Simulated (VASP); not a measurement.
# Al (P6/mmm) in VASP: notebook, part 2 of 2

VASP 6.6.1. Earlier steps stand in the parts before.

### Step 3. Relaxation of cell and atoms, r2SCAN

This run uses another cell than the first one, of 18.33 Å³/atom, 0.997 times its volume.

Input file POSCAR:

```
Al
1.0
    2.7610221547      0.0000000000      0.0000000000
   -1.3805110774      2.3911153264      0.0000000000
    0.0000000000      0.0000000000      2.7761655223
Al
1
Direct
    0.0000000000      0.0000000000      0.0000000000
```

Input file INCAR.step1:

```
SYSTEM = Al
PREC = Accurate
ENCUT = 600
ISMEAR = 0
SIGMA = 0.1
LREAL = .FALSE.
LASPH = .TRUE.
NELM = 100
GGA = PE
ALGO = Normal
EDIFF = 1E-4
LWAVE = .TRUE.
LCHARG = .FALSE.
```

Input file INCAR.step2:

```
SYSTEM = Al
PREC = Accurate
ENCUT = 600
EDIFF = 1E-6
ISMEAR = 0
SIGMA = 0.1
LREAL = .FALSE.
LASPH = .TRUE.
NELM = 100
ALGO = Normal
ISIF = 3
LWAVE = .FALSE.
LCHARG = .FALSE.
METAGGA = R2SCAN
LMIXTAU = .TRUE.
IBRION = 2
NSW = 100
EDIFFG = -0.01
ISTART = 1
```

Input file KPOINTS:

```
Automatic mesh
0
G
  24 24 20
  0 0 0
```

Potentials or basis: VASP PAW PBE potentials, release 64 (Al).

Started as:

```
> cat potpaw_PBE.64/Al/POTCAR > POTCAR
> cp INCAR.step1 INCAR
> mpirun -np 1 vasp_std > vasp.out
> cp INCAR.step2 INCAR
> mpirun -np 1 vasp_std > vasp.out
```

Wall time 2.9 min (1 thread of Intel Xeon 6975P-C (Granite Rapids), shared host); peak memory 0.2 GiB.

The run converged. Its results:

```
Free energy                            : -6.4463 eV
Relaxed volume                         : 18.33 Å³/atom
Relaxed cell                           : a = 2.750 Å, b = 2.750 Å, c = 2.799 Å, α = 90.00°, β = 90.00°, γ = 120.00°
Space group after relaxing (to 0.05 Å) : P6/mmm (No. 191)
Energy gained by relaxing              : 0.9 meV/atom
Ionic steps                            : 6
Pressure after relaxing                : 0.0 GPa
```

The path:
```
step  energy change (eV)  largest force (eV/Å)  pressure (GPa)  volume (Å³)
   1              0.0000                0.0000           -0.10        18.33
   2             -0.0008                0.0000            0.11        18.30
   3             -0.0008                0.0000            0.13        18.29
   4             -0.0008                0.0000            0.13        18.29
   5             -0.0008                0.0000            0.14        18.29
   6             -0.0009                0.0000            0.01        18.33
```

Final structure:
```cif
data_structure
_symmetry_space_group_name_H-M 'P 1'
_symmetry_Int_Tables_number 1
_cell_length_a 2.7499
_cell_length_b 2.7499
_cell_length_c 2.7993
_cell_angle_alpha 90.000
_cell_angle_beta 90.000
_cell_angle_gamma 120.000
_cell_volume 18.33
loop_
_atom_site_label
_atom_site_type_symbol
_atom_site_fract_x
_atom_site_fract_y
_atom_site_fract_z
_atom_site_occupancy
Al1 Al 0.00000 0.00000 0.00000 1
```

Levels at points of the mesh, in eV from the Fermi level:
```tsv
k point	band 1	band 2	band 3	band 4	band 5
(0.00, 0.00, 0.00)	-10.95	7.68	7.87	13.94	13.94
(0.50, 0.00, 0.00)	-4.35	-3.96	8.33	8.44	13.78
(0.00, 0.00, 0.50)	-6.76	-5.19	16.12	16.12	18.01
(0.50, 0.00, 0.50)	-1.04	0.63	0.92	2.36	11.76
```

Caveat: the PAW data sets were made with another functional, which shifts forces and pressure a little.

### Step 4. Single point, r2SCAN

This run uses another cell than the first one: it holds 3 atoms, not 1.

Input file POSCAR:

```
Al
1.0
    4.5428085369      0.0000000000      0.0000000000
   -2.2714042684      3.9341875975      0.0000000000
    0.0000000000      0.0000000000      2.7690059056
Al
3
Direct
    0.0000000000      0.0000000000      0.0000000000
    0.3333333333      0.6666666667      0.5000000000
    0.6666666667      0.3333333333      0.5000000000
```

Input file INCAR.step1:

```
SYSTEM = Al
PREC = Accurate
ENCUT = 520
ISMEAR = 0
SIGMA = 0.1
LREAL = .False.
LASPH = .True.
NELM = 60
NBANDS = 12
GGA = PE
ALGO = Normal
EDIFF = 1E-4
LWAVE = .True.
LCHARG = .False.
```

Input file INCAR.step2:

```
SYSTEM = Al
PREC = Accurate
ENCUT = 520
EDIFF = 1E-6
ISMEAR = 0
SIGMA = 0.1
LREAL = .False.
LASPH = .True.
NELM = 60
ALGO = Normal
ISIF = 2
LWAVE = .False.
LCHARG = .True.
METAGGA = R2SCAN
LMIXTAU = .True.
LELF = .True.
LVHAR = .True.
NBANDS = 12
ISTART = 1
```

Input file KPOINTS:

```
regular mesh
0
Gamma
  6 6 6
  0 0 0
```

Started as:

```
> cat potpaw_PBE.64/Al/POTCAR > POTCAR
> cp INCAR.step1 INCAR
> mpirun -np 1 vasp_std > vasp.out
> cp INCAR.step2 INCAR
> mpirun -np 1 vasp_std > vasp.out
```

Wall time 50 s (1 thread of Intel Xeon Platinum 8488C (Sapphire Rapids), shared host); peak memory 0.17 GiB.

The run converged. Its results:

- Free energy: -19.8742 eV
- Pressure: -0.3 GPa

Levels at points of the mesh, in eV from the Fermi level:
```csv
k point,band 1,band 2,band 3,band 4,band 5,band 6,band 7,band 8,band 9
"(0.00, 0.00, 0.00)",-11.83,-2.39,-2.39,-2.29,-2.29,-1.12,-1.01,7.34,8.20
"(0.50, 0.00, 0.00)",-9.32,-9.30,-4.71,-4.00,4.65,4.90,5.37,5.46,8.89
"(0.00, 0.00, 0.50)",-7.02,-6.54,1.58,1.58,2.19,2.26,2.26,2.82,2.82
"(0.50, 0.00, 0.50)",-4.82,-4.32,-4.32,-3.86,-0.43,0.65,0.93,0.98,8.34
```

Caveat: the k points lie up to 0.38 Å⁻¹ apart; the PAW data sets were made with another functional, which shifts forces and pressure a little.

### Step 5. Single point, r2SCAN

This run uses another cell than the first one: it holds 3 atoms, not 1.

Input file POSCAR:

```
Al
1.0
    4.7643285882      0.0000000000      0.0000000000
   -2.3821642941      4.1260295894      0.0000000000
    0.0000000000      0.0000000000      2.9207405693
Al
3
Direct
    0.0000000000      0.0000000000      0.0000000000
    0.3333333333      0.6666666667      0.5000000000
    0.6666666667      0.3333333333      0.5000000000
```

Edit INCAR.step1 of step 4 so:

```diff
@@ -7,3 +7,3 @@
 LASPH = .True.
-NELM = 60
+NELM = 80
 NBANDS = 12
```

Input file INCAR.step2:

```
SYSTEM = Al
PREC = Accurate
ENCUT = 520
EDIFF = 1E-7
ISMEAR = 0
SIGMA = 0.1
LREAL = .False.
LASPH = .True.
NELM = 80
ALGO = Normal
ISIF = 2
LWAVE = .False.
LCHARG = .False.
METAGGA = R2SCAN
LMIXTAU = .True.
NBANDS = 12
ISTART = 1
```

Input file KPOINTS:

```
Automatic mesh
0
Gamma
  6 6 6
  0 0 0
```

Started as:

```
> cat potpaw_PBE.64/Al/POTCAR > POTCAR
> cp INCAR.step1 INCAR
> mpirun -np 1 vasp_std > vasp.out
> cp INCAR.step2 INCAR
> mpirun -np 1 vasp_std > vasp.out
```

It took 46 s on 1 thread of Intel Xeon Platinum 8488C (Sapphire Rapids), shared host; peak memory 0.17 GiB.

It converged, with:

| Item | Value |
| --- | --- |
| Free energy | -19.6078 eV |
| Pressure | -9.1 GPa |

Stress tensor (GPa, compression positive):
```
-9.37  0.00  0.00
 0.00 -9.37  0.00
 0.00  0.00 -8.55
```

Levels at points of the mesh, in eV from the Fermi level:
| k point | band 1 | band 2 | band 3 | band 4 | band 5 | band 6 | band 7 | band 8 |
| --- | --- | --- | --- | --- | --- | --- | --- | --- |
| (0.00, 0.00, 0.00) | -10.93 | -2.11 | -2.11 | -2.01 | -2.01 | -1.51 | -1.40 | 6.27 |
| (0.50, 0.00, 0.00) | -8.63 | -8.61 | -4.24 | -3.93 | 4.34 | 4.61 | 4.64 | 4.81 |
| (0.00, 0.00, 0.50) | -6.66 | -6.03 | 1.27 | 1.27 | 1.87 | 2.23 | 2.23 | 2.29 |
| (0.50, 0.00, 0.50) | -4.51 | -4.31 | -3.88 | -3.69 | -0.45 | 0.45 | 0.57 | 0.74 |

Caveat: the PAW data sets were made with another functional, which shifts forces and pressure a little.

### Step 6. Relaxation of cell and atoms, r2SCAN

This run uses another cell than the first one: it holds 3 atoms, not 1.

POSCAR is that of step 5.

Input file INCAR.step1:

```
SYSTEM = Al
ALGO     = Normal         ! electronic algorithm
EDIFF    = 1E-4           ! SCF threshold, eV
ENCUT    = 600            ! plane-wave cutoff, eV
GGA      = PE             ! functional
ISMEAR   = 0              ! smearing method
LASPH    = .TRUE.         ! aspherical terms in the spheres
LCHARG   = .FALSE.        ! write CHGCAR
LREAL    = .FALSE.        ! projectors in reciprocal space
LWAVE    = .TRUE.         ! write WAVECAR
NELM     = 80             ! most SCF steps
PREC     = Accurate       ! precision mode
SIGMA    = 0.1            ! smearing width, eV
```

Input file INCAR.step2:

```
SYSTEM = Al
ALGO     = Normal         ! electronic algorithm
EDIFF    = 1E-6           ! SCF threshold, eV
EDIFFG   = -0.04          ! ionic threshold
ENCUT    = 600            ! plane-wave cutoff, eV
IBRION   = 2              ! ionic algorithm
ISIF     = 3              ! what is computed and relaxed
ISMEAR   = 0              ! smearing method
ISTART   = 1            
LASPH    = .TRUE.         ! aspherical terms in the spheres
LCHARG   = .FALSE.        ! write CHGCAR
LMIXTAU  = .TRUE.       
LREAL    = .FALSE.        ! projectors in reciprocal space
LWAVE    = .FALSE.        ! write WAVECAR
METAGGA  = R2SCAN         ! meta-GGA
NELM     = 80             ! most SCF steps
NSW      = 90             ! ionic steps
PREC     = Accurate       ! precision mode
SIGMA    = 0.1            ! smearing width, eV
```

Input file KPOINTS:

```
k-points
0
G
  6 6 6
  0 0 0
```

Potentials or basis: VASP PAW PBE potentials, release 64 (Al).

Started as:

```
> cat potpaw_PBE.64/Al/POTCAR > POTCAR
> cp INCAR.step1 INCAR
> mpirun -np 1 vasp_std > vasp.out
> cp INCAR.step2 INCAR
> mpirun -np 1 vasp_std > vasp.out
```

It took 2.6 min on 1 thread of Intel Xeon Platinum 8488C (Sapphire Rapids), shared host; peak memory 0.2 GiB.

The run converged. Its results:

```
Free energy                            : -19.8741 eV
Relaxed volume                         : 16.47 Å³/atom
Relaxed cell                           : a = 4.541 Å, b = 4.541 Å, c = 2.767 Å, α = 90.00°, β = 90.00°, γ = 120.00°
Space group after relaxing (to 0.05 Å) : P6/mmm (No. 191)
Energy gained by relaxing              : 88.8 meV/atom
Ionic steps                            : 6
Pressure after relaxing                : -0.2 GPa
```

Stress tensor (GPa, compression positive):
```
-0.22  0.00  0.00
 0.00 -0.22  0.00
 0.00  0.00 -0.12
```

The path:
| step | energy change (eV) | largest force (eV/Å) | pressure (GPa) | volume (Å³) |
| --- | --- | --- | --- | --- |
| 1 | 0.0000 | 0.0000 | -9.10 | 57.42 |
| 2 | -0.2614 | 0.0000 | 0.95 | 48.85 |
| 3 | -0.2631 | 0.0000 | -0.02 | 49.40 |
| 4 | -0.2630 | 0.0000 | -0.27 | 49.55 |
| 5 | -0.2662 | 0.0000 | -0.15 | 49.38 |
| 6 | -0.2665 | 0.0000 | -0.19 | 49.42 |

Final structure:
```cif
data_structure
_symmetry_space_group_name_H-M 'P 1'
_symmetry_Int_Tables_number 1
_cell_length_a 4.5413
_cell_length_b 4.5413
_cell_length_c 2.7669
_cell_angle_alpha 90.000
_cell_angle_beta 90.000
_cell_angle_gamma 120.000
_cell_volume 49.42
loop_
_atom_site_label
_atom_site_type_symbol
_atom_site_fract_x
_atom_site_fract_y
_atom_site_fract_z
_atom_site_occupancy
Al1 Al 0.00000 0.00000 0.00000 1
Al2 Al 0.33333 0.66667 0.50000 1
Al3 Al 0.66667 0.33333 0.50000 1
```

Levels at points of the mesh, in eV from the Fermi level:
| k point | band 1 | band 2 | band 3 | band 4 | band 5 | band 6 | band 7 | band 8 |
| --- | --- | --- | --- | --- | --- | --- | --- | --- |
| (0.00, 0.00, 0.00) | -11.84 | -2.39 | -2.39 | -2.29 | -2.29 | -1.12 | -1.01 | 7.36 |
| (0.50, 0.00, 0.00) | -9.32 | -9.30 | -4.72 | -4.00 | 4.65 | 4.90 | 5.37 | 5.46 |
| (0.00, 0.00, 0.50) | -7.02 | -6.54 | 1.59 | 1.59 | 2.19 | 2.26 | 2.26 | 2.83 |
| (0.50, 0.00, 0.50) | -4.82 | -4.33 | -4.32 | -3.86 | -0.43 | 0.65 | 0.93 | 0.99 |

Caveat: the PAW data sets were made with another functional, which shifts forces and pressure a little.

### Step 7. The runs side by side

| task | cell | k mesh | cutoff (eV) | gap on the mesh (eV) | pressure (GPa) | relaxed volume (Å³/atom) |
| --- | --- | --- | --- | --- | --- | --- |
| single point | a = 2.753, b = 2.753, c = 2.800 Å, angles 90.0, 90.0, 120.0°, 1 atom | 24 × 24 × 20 | 520 | none | -0.2 | - |
| relaxation of cell and atoms | relaxed from a = 2.761, b = 2.761, c = 2.776 Å, angles 90.0, 90.0, 120.0°, 1 atom | 24 × 24 × 20 | 600 | none | 0.0 | 18.33 |
| single point | a = 4.543, b = 4.543, c = 2.769 Å, angles 90.0, 90.0, 120.0°, 3 atoms | 6 × 6 × 6 | 520 | none | -0.3 | - |
| single point | a = 4.764, b = 4.764, c = 2.921 Å, angles 90.0, 90.0, 120.0°, 3 atoms | 6 × 6 × 6 | 520 | none | -9.1 | - |
| relaxation of cell and atoms | relaxed from a = 4.764, b = 4.764, c = 2.921 Å, angles 90.0, 90.0, 120.0°, 3 atoms | 6 × 6 × 6 | 600 | none | -0.2 | 16.47 |

Alike in all rows: level r2SCAN; potentials or basis VASP PAW PBE potentials, release 64 (Al); no spin polarisation; smearing gaussian 0.1 eV.

Caveats: some runs use coarse meshes; the PAW data sets were made with another functional, which shifts forces and pressure a little.

Absolute energies hang on the potentials; compare differences alone.
